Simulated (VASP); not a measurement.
**MgH2: single point with PBE**

Crystal: MgH2.

```xyz
6
Lattice="4.4240 0.0000 0.0000 0.0000 4.4240 0.0000 0.0000 0.0000 2.9512" Properties=species:S:1:pos:R:3 pbc="T T T"
Mg    0.0000    0.0000    0.0000
Mg    2.2120    2.2120    1.4756
H     1.3467    1.3467    0.0000
H     0.8653    3.5587    1.4756
H     3.5587    0.8653    1.4756
H     3.0772    3.0772    0.0000
```

This cell differs from its parent crystal: volume changed by -6%.

```
Program                : VASP 6.6.1
Task                   : single point
Functional             : PBE
Potentials or basis    : VASP PAW PBE potentials, release 64 (Mg, H)
Cutoff                 : 520 eV
k mesh                 : 6 × 6 × 8
Occupations            : gaussian, width 0.01 eV
Spin                   : no spin polarisation
Dipole correction      : no
Further INCAR settings : ALGO = Normal; EDIFF = 1e-07; NBANDS = 13
```

The pressure is 3.3 GPa. The largest force is 0.023 eV/Å. The band gap on the k mesh is 3.93 eV, indirect (least direct gap 4.74 eV).

Forces on the atoms (eV/Å):
```
Mg   0.000  0.000  0.000
Mg   0.000  0.000  0.000
H   -0.016 -0.016  0.000
H    0.016 -0.016  0.000
H   -0.016  0.016  0.000
H    0.016  0.016  0.000
```

Stress tensor (GPa, compression positive):
```
2.87 0.00 0.00
0.00 2.87 0.00
0.00 0.00 4.08
```

Levels at points of the mesh, in eV from the valence-band top:
```tsv
k point	band 2	band 3	band 4	band 5	band 6	band 7
(0.00, 0.00, 0.00)	-1.52	-1.52	-0.43	4.68	5.26	9.46
(0.50, 0.00, 0.00)	-5.04	-0.53	-0.53	5.45	5.45	10.35
(0.50, 0.50, 0.00)	-3.90	-2.89	-2.89	9.39	9.39	9.47
(0.00, 0.00, 0.50)	-3.15	-0.08	-0.08	6.67	6.67	6.96
(0.50, 0.00, 0.50)	-2.37	-1.13	-1.13	5.31	5.31	7.03
(0.50, 0.50, 0.50)	-1.95	-1.01	-1.01	4.05	4.05	4.19
```

It took 42 s on 1 thread of AMD EPYC 7R13 (shared host), peak memory 0.16 GiB.

 A k mesh can miss the band edges.
